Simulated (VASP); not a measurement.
# InSe (P6_3/mmc) in VASP: notebook

The runs below take InSe through single point, with PBE+D3(BJ).

Everything below comes from runs of VASP 6.6.1. Logs are shortened: lines on timing, memory, paths and dates and some standing lists are left out, and cuts for length are marked.

## (1) The cell of the first run

It takes space group P6_3/mmc (No. 194, hexagonal). The conventional cell has a = 4.213 Å, b = 4.213 Å, c = 16.762 Å, α = 90.00°, β = 90.00°, γ = 120.00°. Within 3.6 Å of In (site symmetry 3m) lie 3 Se at 2.75 Å and 1 In at 2.79 Å. Within 3.6 Å of Se (site symmetry 3m) lie 3 In at 2.75 Å.

## (2) Single point, PBE+D3(BJ) (strain +0.0450 x Voigt [1, 1, 0, 0, 0, 0])

INCAR reads:

```
  PREC = Accurate
  ENCUT = 520
  EDIFF = 1E-6
  ISMEAR = 0
  SIGMA = 0.03
  LREAL = F
  LASPH = T
  NELM = 80
  ALGO = Normal
  ISIF = 2
  LWAVE = F
  LCHARG = F
  GGA = PE
  IVDW = 12
  NBANDS = 48
```

KPOINTS reads:

```
Automatic mesh
0
Gamma
  12 12 2
```

POSCAR reads:

```
InSe
1.0
    4.2132012029      0.0000000000      0.0000000000
   -2.1066006015      3.6487392730      0.0000000000
    0.0000000000      0.0000000000     16.7623717135
In Se
4 4
Direct
    0.3333333333      0.6666666667      0.1666581949
    0.6666666667      0.3333333333      0.6666581949
    0.3333333333      0.6666666667      0.3333418051
    0.6666666667      0.3333333333      0.8333418051
    0.3333333333      0.6666666667      0.5898711344
    0.6666666667      0.3333333333      0.0898711344
    0.3333333333      0.6666666667      0.9101288656
    0.6666666667      0.3333333333      0.4101288656
```

Potentials or basis: VASP PAW PBE potentials, release 64 (In_d, Se).

Command:

```sh
$ cat potpaw_PBE.64/In_d/POTCAR potpaw_PBE.64/Se/POTCAR > POTCAR
$ mpirun -np 1 vasp_std > vasp.out
```

OUTCAR:

```text
PREC = Accurate
   ENCUT = 520
   EDIFF = 1E-6
   ISMEAR = 0
   LREAL = F
   LASPH = T
   NELM = 80
   ISIF = 2
   GGA = PE
   IVDW = 12
 IVDW          = 12

 ion  position               nearest neighbor table
   1  0.333  0.667  0.167-   6 2.75   6 2.75   6 2.75   3 2.79
   2  0.667  0.333  0.667-   5 2.75   5 2.75   5 2.75   4 2.79
   3  0.333  0.667  0.333-   8 2.75   8 2.75   8 2.75   1 2.79
   4  0.667  0.333  0.833-   7 2.75   7 2.75   7 2.75   2 2.79
   5  0.333  0.667  0.590-   2 2.75   2 2.75   2 2.75
   6  0.667  0.333  0.090-   1 2.75   1 2.75   1 2.75
   7  0.333  0.667  0.910-   4 2.75   4 2.75   4 2.75
   8  0.667  0.333  0.410-   3 2.75   3 2.75   3 2.75

  LATTYP: Found a hexagonal cell.
 ALAT       =     4.2132012029
 C/A-ratio  =     3.9785357751

  Lattice vectors:

 A1 = (   4.2132012029,   0.0000000000,   0.0000000000)
 A2 = (  -2.1066006015,   3.6487392730,   0.0000000000)
 A3 = (   0.0000000000,   0.0000000000,  16.7623717135)

Analysis of symmetry for initial positions (statically):
=====================================================================
 Subroutine PRICEL returns:
 Original cell was already a primitive cell.

 Routine SETGRP: Setting up the symmetry group for a
 hexagonal supercell.

 Subroutine GETGRP returns: Found 24 space group operations
 (whereof 12 operations were pure point group operations)
 out of a pool of 24 trial point group operations.

The static configuration has the point symmetry D_3d.
 The point group associated with its full space group is D_6h.

Analysis of symmetry for dynamics (positions and initial velocities):
=====================================================================
 Subroutine PRICEL returns:
 Original cell was already a primitive cell.

 Routine SETGRP: Setting up the symmetry group for a
 hexagonal supercell.

 Subroutine GETGRP returns: Found 24 space group operations
 (whereof 12 operations were pure point group operations)
 out of a pool of 24 trial point group operations.

The dynamic configuration has the point symmetry D_3d.
 The point group associated with its full space group is D_6h.

 Subroutine INISYM returns: Found 24 space group operations
 (whereof 12 operations are pure point group operations),
 and found     1 'primitive' translations

----------------------------------------------------------------------------------------

                                     Primitive cell

[... 108 lines left out ...]
   ISIF   =      2    stress and relaxation
   ISYM   =      2    0-nonsym 1-usesym 2-fastsym
   POTIM  = 0.5000    time-step for ionic-motion
   TEBEG  =    0.0;   TEEND  =   0.0 temperature during run
   PSTRESS=    0.0 pullay stress
   NELECT =      76.0000    total number of electrons
   NUPDOWN=      -1.0000    fix difference up-down
   EMIN   =  10.00;   EMAX   =-10.00  energy-range for DOS
   EFERMI =   0.00;   METHOD = LEGACY
   ISMEAR =     0;   SIGMA  =   0.03  broadening in eV -4-tet -1-fermi 0-gaus
   EFERMI_NEDOS =   21; number of points for ismear=-14 and -15
   IALGO  =     38    algorithm
   IMIX   =      4    mixing-type and parameters
     AMIX     =   0.40;   BMIX     =  1.00
     AMIX_MAG =   1.60;   BMIX_MAG =  1.00
  volume/ion in A,a.u.               =      32.21       217.37
  Fermi-wavevector in a.u.,A,eV,Ry     =   1.089722  2.059277 16.156848  1.187495
  Thomas-Fermi vector in A             =   2.225932
   LORBIT       =      0    0 simple, 1 ext, 2 COOP (PROOUT), +10 PAW based schemes
   GGA     = PE    functional components
   LHFCALC =     F    Hartree Fock is set to
   AEXX    =    0.0000 exact exchange contribution
   IVDW    =    12    specifies the selected vdW correction
   LEPSILON=     F    determine dielectric tensor
   LRPA    =     F    only Hartree local field effects (RPA)
 non-spin polarized calculation
 Gauss-broadening in eV      SIGMA  =   0.03
  energy-cutoff  :      520.00
  volume of cell :      257.69
 maximum number of plane-waves:      6980
 NGX is ok and might be reduce to    32
   NGX = 15   NGY = 15   NGZ = 63

 number of electron      76.0000034 magnetization

 Free energy of the ion-electron system (eV)
  ---------------------------------------------------
  ext. energy  EPLUGINS =         0.00000000
  ---------------------------------------------------
  free energy    TOTEN  =       -28.22385549 eV

  energy without entropy =      -28.22376545  energy(sigma->0) =      -28.22381047

 E-fermi :   3.2709     XC(G=0):  -8.4868

 val. band max:        3.2298443958   @ k =   0.0833   0.0000   0.0000
 cond. band min:       3.2920670027   @ k =   0.0000   0.0000   0.0000
 fundamental gap:      0.0622226070
 Fermi energy:         3.2708944780

 k-point     1 :       0.0000    0.0000    0.0000
  band No.  band energies     occupation
      1     -11.5123      2.00000
      2     -11.5114      2.00000
      3     -11.3163      2.00000
      4     -11.3163      2.00000
      5     -11.3160      2.00000
      6     -11.3160      2.00000
[... 1213 lines left out ...]
     47       7.4030      0.00000
     48       7.4030      0.00000

 [... further k-points ...]

------------------------ aborting loop because EDIFF is reached ----------------------------------------

 Edisp (eV)   -2.16004

 E8    (eV) :    -0.9890

  FORCE on cell =-STRESS in cart. coord.  units (eV):
  Direction    XX          YY          ZZ          XY          YZ          ZX
  --------------------------------------------------------------------------------------
  -------------------------------------------------------------------------------------
  Total      -6.88413    -6.88413    -2.82502     0.00000     0.00000     0.00000
  in kB     -42.80253   -42.80253   -17.56474     0.00000     0.00000     0.00000
  external pressure =      -34.39 kB  Pullay stress =        0.00 kB

 VOLUME and BASIS-vectors are now :
 -----------------------------------------------------------------------------
  energy-cutoff  :      520.00
  volume of cell :      257.69
      direct lattice vectors                 reciprocal lattice vectors
     4.213201203  0.000000000  0.000000000     0.237349215  0.137033633  0.000000000
    -2.106600601  3.648739273  0.000000000     0.000000000  0.274067267  0.000000000
     0.000000000  0.000000000 16.762371713     0.000000000  0.000000000  0.059657429

 POSITION                                       TOTAL-FORCE (eV/Angst)
 -----------------------------------------------------------------------------------
     -0.00000      2.43249      2.79359         0.000000     -0.000000     -0.586055
      2.10660      1.21625     11.17477        -0.000000      0.000000     -0.586055
     -0.00000      2.43249      5.58760         0.000000     -0.000000      0.586055
      2.10660      1.21625     13.96879        -0.000000      0.000000      0.586055
     -0.00000      2.43249      9.88764         0.000000     -0.000000      0.497854
      2.10660      1.21625      1.50645        -0.000000      0.000000      0.497854
     -0.00000      2.43249     15.25592         0.000000      0.000000     -0.497854
      2.10660      1.21625      6.87473        -0.000000      0.000000     -0.497854
 -----------------------------------------------------------------------------------
    total drift:                               -0.000000      0.000000      0.000000

  FREE ENERGIE OF THE ION-ELECTRON SYSTEM (eV)
  ---------------------------------------------------
  free  energy   TOTEN  =       -30.3838962045 eV

  energy  without entropy=      -30.3838061630  energy(sigma->0) =      -30.38385118
```

OSZICAR:

```text
N       E                     dE             d eps       ncg     rms          rms(c)
DAV:   1     0.761872042250E+03    0.76187E+03   -0.33562E+04  3656   0.170E+03
DAV:   2     0.864791637137E+02   -0.67539E+03   -0.65439E+03  3656   0.452E+02
DAV:   3    -0.218363370643E+02   -0.10832E+03   -0.10480E+03  4464   0.189E+02
DAV:   4    -0.289345485057E+02   -0.70982E+01   -0.70326E+01  4392   0.478E+01
DAV:   5    -0.291934374449E+02   -0.25889E+00   -0.25876E+00  4496   0.947E+00    0.866E+00
DAV:   6    -0.282159069682E+02    0.97753E+00   -0.15489E+00  4728   0.160E+01    0.521E+00
DAV:   7    -0.282239540608E+02   -0.80471E-02   -0.92190E-01  4840   0.437E+00    0.148E+00
DAV:   8    -0.282197623186E+02    0.41917E-02   -0.71523E-02  5144   0.246E+00    0.959E-01
DAV:   9    -0.282227784417E+02   -0.30161E-02   -0.17936E-02  4448   0.656E-01    0.232E-01
DAV:  10    -0.282234099468E+02   -0.63151E-03   -0.15403E-03  5360   0.198E-01    0.197E-01
DAV:  11    -0.282238229684E+02   -0.41302E-03   -0.50585E-04  3800   0.140E-01    0.660E-02
DAV:  12    -0.282238364943E+02   -0.13526E-04   -0.44372E-05  5376   0.374E-02    0.193E-02
DAV:  13    -0.282238510183E+02   -0.14524E-04   -0.21836E-05  4312   0.280E-02    0.913E-03
DAV:  14    -0.282238547355E+02   -0.37172E-05   -0.43594E-06  2840   0.159E-02    0.277E-03
DAV:  15    -0.282238554899E+02   -0.75434E-06   -0.24704E-06  2872   0.820E-03
   1 F= -.30383896E+02 E0= -.30383851E+02  d E =-.900415E-04
```

Run time: 8.5 min. Hardware: 1 thread of AMD EPYC 7R43 (Zen 3), shared host; peak memory 0.54 GiB.

What came out:

* Free energy: -30.3839 eV
* Pressure: -3.4 GPa
* Largest force: 0.586 eV/Å
* Band gap on the k mesh: 0.06 eV, indirect (least direct gap 0.10 eV)
* Dispersion energy per atom: -0.270 eV

Forces in eV/Å, atoms in the order of the input:
```
In   0.000  0.000 -0.586
In   0.000  0.000 -0.586
In   0.000  0.000  0.586
In   0.000  0.000  0.586
Se   0.000  0.000  0.498
Se   0.000  0.000  0.498
Se   0.000  0.000 -0.498
Se   0.000  0.000 -0.498
```

Stress tensor (GPa, compression positive):
```
-4.28  0.00  0.00
 0.00 -4.28  0.00
 0.00  0.00 -1.76
```

Caveat: the cell differs from its parent crystal (strain +0.0450 x Voigt [1, 1, 0, 0, 0, 0]); spin-orbit coupling is left out, which moves the levels of the heavy elements. A k mesh can miss the band edges.

## (3) Single point, PBE+D3(BJ) (strain +0.0150 x Voigt [1, 1, 0, 0, 0, 0])

INCAR reads:

```
  PREC = Accurate
  ENCUT = 520
  EDIFF = 1E-6
  ISMEAR = 0
  SIGMA = 0.03
  LREAL = False
  LASPH = True
  NELM = 60
  ALGO = Normal
  ISIF = 2
  LWAVE = False
  LCHARG = False
  GGA = PE
  IVDW = 12
  NBANDS = 48
```

KPOINTS reads:

```
regular mesh
0
Gamma
  12 12 2
```

Edit POSCAR of step 2 so:

```diff
@@ -2,4 +2,4 @@
 1.0
-    4.2132012029      0.0000000000      0.0000000000
-   -2.1066006015      3.6487392730      0.0000000000
+    4.0922480583      0.0000000000      0.0000000000
+   -2.0461240292      3.5439907771      0.0000000000
     0.0000000000      0.0000000000     16.7623717135
```

Potentials or basis: VASP PAW PBE potentials, release 64 (In_d, Se).

Command:

```sh
$ cat potpaw_PBE.64/In_d/POTCAR potpaw_PBE.64/Se/POTCAR > POTCAR
$ mpirun -np 1 vasp_std > vasp.out
```

Run time: 11 min. Hardware: 1 thread of Oxide Virtual Turin-like, shared host; peak memory 0.5 GiB.

The run converged. Its results:

```
Free energy                : -30.6595 eV
Pressure                   : -1.3 GPa
Largest force              : 0.206 eV/Å
Band gap on the k mesh     : 0.19 eV, direct
Dispersion energy per atom : -0.288 eV
```

Forces in eV/Å, atoms in the order of the input:
```
In   0.000  0.000 -0.206
In   0.000  0.000 -0.206
In   0.000  0.000  0.206
In   0.000  0.000  0.206
Se   0.000  0.000  0.182
Se   0.000  0.000  0.182
Se   0.000  0.000 -0.182
Se   0.000  0.000 -0.182
```

Stress tensor (GPa, compression positive):
```
-1.66  0.00  0.00
 0.00 -1.66  0.00
 0.00  0.00 -0.69
```

Levels at points of the mesh, in eV from the valence-band top:
```csv
k point,band 34,band 35,band 36,band 37,band 38,band 39,band 40,band 41,band 42,band 43
"(0.00, 0.00, 0.00)",-1.22,-1.22,-1.14,-1.14,0.00,0.19,1.58,1.98,1.98,4.03
"(0.50, 0.00, 0.00)",-2.15,-2.06,-2.00,-1.96,-1.32,1.04,1.19,1.83,1.89,3.36
"(0.00, 0.00, 0.50)",-1.17,-1.17,-1.17,-0.93,-0.93,1.08,1.08,1.99,1.99,4.09
"(0.50, 0.00, 0.50)",-2.22,-2.04,-2.04,-1.68,-1.68,1.41,1.41,1.52,1.52,3.53
```

Caveat: the cell differs from its parent crystal (strain +0.0150 x Voigt [1, 1, 0, 0, 0, 0]); spin-orbit coupling is left out, which moves the levels of the heavy elements.
